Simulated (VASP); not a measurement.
A run of VASP 6.6.1:

INCAR

```
SYSTEM = TiO2
PREC = Accurate
ENCUT = 520
EDIFF = 1E-6
ISMEAR = -1
SIGMA = 0.1
LREAL = .False.
LASPH = .True.
NELM = 80
ALGO = Normal
ISIF = 2
LWAVE = .False.
LCHARG = .True.
GGA = PE
LELF = .True.
LVHAR = .True.
NBANDS = 19
```

The input KPOINTS:

```
regular mesh
0
Gamma
  12 12 12
  0 0 0
```

POSCAR

```
TiO2
1.0
    0.0000000000      2.4149942610      2.4149942610
    2.4149942610      0.0000000000      2.4149942610
    2.4149942610      2.4149942610      0.0000000000
Ti O
1 2
Direct
    0.0000000000      0.0000000000      0.0000000000
    0.2500000000      0.2500000000      0.2500000000
    0.7500000000      0.7500000000      0.7500000000
```

Potentials or basis: VASP PAW PBE potentials, release 64 (Ti_sv, O).

Launch:

```console
$ cat potpaw_PBE.64/Ti_sv/POTCAR potpaw_PBE.64/O/POTCAR > POTCAR
$ mpirun -np 1 vasp_std > vasp.out
```

Hardware: 1 thread of AMD EPYC 7R43 64-Core Processor (Zen 3), with other jobs on the host.

Q: Estimate the wall time of this run.

A: It took 68 s on 1 thread of AMD EPYC 7R43 64-Core Processor (Zen 3), on a shared host, peak memory 0.14 GiB. Counts: scf iterations 18, k points 72.
